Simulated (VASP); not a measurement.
# Y2WC3 (P6/mmm) in VASP: single point with PBE

Aim: the single point of Y2WC3 with PBE.

Everything below comes from runs of VASP 6.6.1. Logs are shortened: lines on timing, memory, paths and dates and some standing lists are left out, and cuts for length are marked.

**1. The cell of the first run**

The structure is hexagonal, space group P6/mmm (No. 191). The conventional cell has a = 5.692 Å, b = 5.692 Å, c = 3.511 Å, α = 90.00°, β = 90.00°, γ = 120.00°. Y (site symmetry -6m2) has 6 C at 2.40 Å and 3 Y at 3.29 Å and 3 W at 3.29 Å within 3.3 Å. Within 4.3 Å of W (site symmetry 6/mmm) lie 6 Y at 3.29 Å and 12 C at 3.34 Å and 2 W at 3.51 Å. Within 3.2 Å of C (site symmetry mmm) lie 4 Y at 2.40 Å and 4 C at 2.85 Å.

The cell was built from a structure type or drawn by symmetry, and may not be a known phase.

**2. Single point, PBE**

File INCAR:

```
SYSTEM = Y2WC3
ALGO = Fast
EDIFF = 1E-6
ENCUT = 520
GGA = PE
ISIF = 2
ISMEAR = 0
LASPH = .True.
LCHARG = .False.
LREAL = .False.
LWAVE = .False.
NBANDS = 33
NELM = 100
PREC = Accurate
SIGMA = 0.1
```

File KPOINTS:

```
k-points
0
Gamma
  12 12 10
  0 0 0
```

File POSCAR:

```
Y2WC3
1.0
    5.6922642498      0.0000000000      0.0000000000
   -2.8461321249      4.9296454454      0.0000000000
    0.0000000000      0.0000000000      3.5106669770
Y W C
2 1 3
Direct
    0.6666666667      0.3333333333      0.0000000000
    0.3333333333      0.6666666667      0.0000000000
    0.0000000000      0.0000000000      0.0000000000
    0.5000000000      0.0000000000      0.5000000000
    0.5000000000      0.5000000000      0.5000000000
    0.0000000000      0.5000000000      0.5000000000
```

Potentials or basis: VASP PAW PBE potentials, release 64 (Y_sv, W_sv, C).

Launch:

```sh
cat potpaw_PBE.64/Y_sv/POTCAR potpaw_PBE.64/W_sv/POTCAR potpaw_PBE.64/C/POTCAR > POTCAR
mpirun -np 1 vasp_std > vasp.out
```

OUTCAR:

```text
SYSTEM = Y2WC3
   EDIFF = 1E-6
   ENCUT = 520
   GGA = PE
   ISIF = 2
   ISMEAR = 0
   LASPH = .True.
   LREAL = .False.
   NELM = 100
   PREC = Accurate

 ion  position               nearest neighbor table
   1  0.667  0.333  0.000-   6 2.40   6 2.40   4 2.40   4 2.40   5 2.40   5 2.40   2 3.29   3 3.29
                             2 3.29   3 3.29   3 3.29   2 3.29
   2  0.333  0.667  0.000-   6 2.40   6 2.40   4 2.40   4 2.40   5 2.40   5 2.40   1 3.29   3 3.29
                             1 3.29   3 3.29   3 3.29   1 3.29
   3  0.000  0.000  0.000-   1 3.29   2 3.29   1 3.29   2 3.29   1 3.29   2 3.29
   4  0.500  0.000  0.500-   1 2.40   2 2.40   1 2.40   2 2.40
   5  0.500  0.500  0.500-   1 2.40   2 2.40   1 2.40   2 2.40
   6  0.000  0.500  0.500-   1 2.40   2 2.40   1 2.40   2 2.40

  LATTYP: Found a hexagonal cell.
 ALAT       =     5.6922642498
 C/A-ratio  =     0.6167435001

  Lattice vectors:

 A1 = (   5.6922642498,   0.0000000000,   0.0000000000)
 A2 = (  -2.8461321249,   4.9296454454,   0.0000000000)
 A3 = (   0.0000000000,   0.0000000000,   3.5106669770)

Analysis of symmetry for initial positions (statically):
=====================================================================
 Subroutine PRICEL returns:
 Original cell was already a primitive cell.

 Routine SETGRP: Setting up the symmetry group for a
 hexagonal supercell.

 Subroutine GETGRP returns: Found 24 space group operations
 (whereof 24 operations were pure point group operations)
 out of a pool of 24 trial point group operations.

The static configuration has the point symmetry D_6h.

Analysis of symmetry for dynamics (positions and initial velocities):
=====================================================================
 Subroutine PRICEL returns:
 Original cell was already a primitive cell.

 Routine SETGRP: Setting up the symmetry group for a
 hexagonal supercell.

 Subroutine GETGRP returns: Found 24 space group operations
 (whereof 24 operations were pure point group operations)
 out of a pool of 24 trial point group operations.

The dynamic configuration has the point symmetry D_6h.

 Subroutine INISYM returns: Found 24 space group operations
 (whereof 24 operations are pure point group operations),
 and found     1 'primitive' translations

----------------------------------------------------------------------------------------

                                     Primitive cell
[... 101 lines left out ...]
   EDIFFG = 0.1E-04   stopping-criterion for IOM
   NSW    =      0    number of steps for IOM
   IBRION =     -1    ionic relax: 0-MD 1-quasi-New 2-CG
   NFREE  =      0    steps in history (QN), initial steepest desc. (CG)
   ISIF   =      2    stress and relaxation
   ISYM   =      2    0-nonsym 1-usesym 2-fastsym
   POTIM  = 0.5000    time-step for ionic-motion
   TEBEG  =    0.0;   TEEND  =   0.0 temperature during run
   PSTRESS=    0.0 pullay stress
   NELECT =      48.0000    total number of electrons
   NUPDOWN=      -1.0000    fix difference up-down
   EMIN   =  10.00;   EMAX   =-10.00  energy-range for DOS
   EFERMI =   0.00;   METHOD = LEGACY
   ISMEAR =     0;   SIGMA  =   0.10  broadening in eV -4-tet -1-fermi 0-gaus
   EFERMI_NEDOS =   21; number of points for ismear=-14 and -15
   IALGO  =     68    algorithm
   IMIX   =      4    mixing-type and parameters
     AMIX     =   0.40;   BMIX     =  1.00
     AMIX_MAG =   1.60;   BMIX_MAG =  1.00
  volume/ion in A,a.u.               =      16.42       110.80
  Fermi-wavevector in a.u.,A,eV,Ry     =   1.288225  2.434393 22.579197  1.659524
  Thomas-Fermi vector in A             =   2.420192
   LORBIT       =      0    0 simple, 1 ext, 2 COOP (PROOUT), +10 PAW based schemes
   GGA     = PE    functional components
   LHFCALC =     F    Hartree Fock is set to
   AEXX    =    0.0000 exact exchange contribution
   IVDW    =     0    specifies the selected vdW correction
   LEPSILON=     F    determine dielectric tensor
   LRPA    =     F    only Hartree local field effects (RPA)
 non-spin polarized calculation
 RMM-DIIS sequential band-by-band and
 Gauss-broadening in eV      SIGMA  =   0.10
  energy-cutoff  :      520.00
  volume of cell :       98.51
 maximum number of plane-waves:      2713
   NGX = 21   NGY = 21   NGZ = 13

 number of electron      48.0000000 magnetization

 Free energy of the ion-electron system (eV)
  ---------------------------------------------------
  ext. energy  EPLUGINS =         0.00000000
  ---------------------------------------------------
  free energy    TOTEN  =       -42.45192549 eV

  energy without entropy =      -42.41422198  energy(sigma->0) =      -42.43307374

 E-fermi :   4.1240     XC(G=0): -11.0019

 val. band max:        4.1202604862   @ k =   0.2500   0.1667   0.5000
 cond. band min:       4.1242793813   @ k =   0.2500   0.0833   0.5000
 fundamental gap:      0.0040188951
 Fermi energy:         4.1240393999

 k-point     1 :       0.0000    0.0000    0.0000
  band No.  band energies     occupation
      1     -70.4687      2.00000
      2     -36.0227      2.00000
      3     -35.9113      2.00000
      4     -34.5815      2.00000
      5     -34.5358      2.00000
      6     -34.5358      2.00000
[... 853 lines left out ...]
     32       9.0951      0.00000
     33       9.3734      0.00000

 [... further k-points ...]

------------------------ aborting loop because EDIFF is reached ----------------------------------------

  FORCE on cell =-STRESS in cart. coord.  units (eV):
  Direction    XX          YY          ZZ          XY          YZ          ZX
  --------------------------------------------------------------------------------------
  -------------------------------------------------------------------------------------
  Total       -0.0629944     -0.0629944     -0.0860388      0.0000000      0.0000000      0.0000000
  in kB       -1.0245241     -1.0245241     -1.3993127      0.0000000      0.0000000      0.0000000
  external PRESSURE =      -1.1494537 kB  Pullay stress =       0.0000000 kB

 VOLUME and BASIS-vectors are now :
 -----------------------------------------------------------------------------
  energy-cutoff  :      520.00
  volume of cell :       98.51
      direct lattice vectors                 reciprocal lattice vectors
     5.692264250  0.000000000  0.000000000     0.175677016  0.101427173  0.000000000
    -2.846132125  4.929645445  0.000000000     0.000000000  0.202854345  0.000000000
     0.000000000  0.000000000  3.510666977     0.000000000  0.000000000  0.284846158

 POSITION                                       TOTAL-FORCE (eV/Angst)
 -----------------------------------------------------------------------------------
      2.84613      1.64322      0.00000        -0.000000      0.000000      0.000000
     -0.00000      3.28643      0.00000         0.000000     -0.000000     -0.000000
      0.00000      0.00000      0.00000         0.000000     -0.000000      0.000000
      2.84613      0.00000      1.75533         0.000000     -0.000000      0.000000
      1.42307      2.46482      1.75533         0.000000     -0.000000      0.000000
     -1.42307      2.46482      1.75533         0.000000     -0.000000      0.000000
 -----------------------------------------------------------------------------------
    total drift:                               -0.000000      0.000000      0.000000

  FREE ENERGIE OF THE ION-ELECTRON SYSTEM (eV)
  ---------------------------------------------------
  free  energy   TOTEN  =       -42.4519254946 eV

  energy  without entropy=      -42.4142219833  energy(sigma->0) =      -42.43307374
```

stdout:

```text
POSCAR found type information on POSCAR Y W C
 POSCAR found :  3 types and       6 ions
 scaLAPACK will be used
 LDA part: xc-table for (Slater+PW92), standard interpolation
 POSCAR, INCAR and KPOINTS ok, starting setup
 FFT: planning ... GRIDC
 FFT: planning ... GRID_SOFT
 FFT: planning ... GRID
 WAVECAR not read
 entering main loop
WARNING in EDDRMM: call to ZHEGV failed, returncode =   8  4     26
WARNING in EDDRMM: call to ZHEGV failed, returncode =   8  4     20
WARNING in EDDRMM: call to ZHEGV failed, returncode =   8  4     27
WARNING in EDDRMM: call to ZHEGV failed, returncode =   8  4     20
WARNING in EDDRMM: call to ZHEGV failed, returncode =   8  4     20
WARNING in EDDRMM: call to ZHEGV failed, returncode =   6  3     13
WARNING in EDDRMM: call to ZHEGV failed, returncode =   6  3     22
WARNING in EDDRMM: call to ZHEGV failed, returncode =   6  3     17
WARNING in EDDRMM: call to ZHEGV failed, returncode =   6  3     33
```

It took 6.6 min on 1 thread of Intel Xeon Platinum 8559C (Emerald Rapids), shared host; peak memory 0.51 GiB.

Results:

```yaml
Free_energy: -42.4519 eV
Pressure: -0.1 GPa
Band_gap_on_the_k_mesh: zero (bands 24 and 25 overlap by 0.93 eV)
```

Levels at points of the mesh, in eV from the Fermi level:
```
           k point  band 21  band 22  band 23  band 24  band 25  band 26  band 27  band 28
(0.00, 0.00, 0.00)    -1.34    -1.32    -0.09    -0.09     0.58     0.58     0.61     1.73
(0.50, 0.00, 0.00)    -1.16    -0.88    -0.77    -0.62    -0.47     0.94     1.37     1.42
(0.00, 0.00, 0.50)    -1.17     0.34     0.34     0.46     0.46     1.17     1.98     1.98
(0.50, 0.00, 0.50)    -1.13    -1.02    -0.77    -0.42    -0.19    -0.15     0.96     1.83
```

Caveat: spin-orbit coupling is left out, which moves the levels of the heavy elements.
